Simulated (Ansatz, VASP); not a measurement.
Two plane-wave programs on Sn4CO5

```
O Sn C
1.0
     3.83637    0.00000    0.00000
     0.00000    6.11394    0.00000
     0.00000    0.00000   23.57166
O Sn C
5 4 1
Direct
  0.00000 0.39373 0.16970
  0.50000 0.59060 0.23306
  0.00000 0.78914 0.29611
  0.50000 0.99148 0.35728
  0.50000 0.74148 0.48879
  0.50000 0.24626 0.20052
  0.00000 0.73807 0.20223
  0.50000 0.64848 0.32986
  0.00000 0.11897 0.32659
  0.50000 0.74148 0.53758
```

Alike in both runs: task single point; functional PBE; dispersion D3(BJ); k mesh 7 × 5 × 1; occupations gaussian, width 0.1 eV; no spin polarisation.

|  | VASP | Ansatz |
| --- | --- | --- |
| version | VASP 6.6.1 | Ansatz 0.2.0 |
| potentials or method | VASP PAW PBE potentials, release 64 (O, Sn_d, C), cutoff 520 eV | scalar-relativistic, plane waves, PAW |
| valence electrons in the cell | 90 | 90 |

```tsv
	VASP	Ansatz	Ansatz less VASP
gap on the k mesh at the Fermi level (eV)	0.89	0.91	+0.014
least direct gap on the mesh (eV)	0.94	0.96	+0.016
rms of the force components (eV/Å)	0.363	0.512	+0.1488
```

Noted on VASP's run: the standard files for N, O and F lose accuracy on very short bonds.
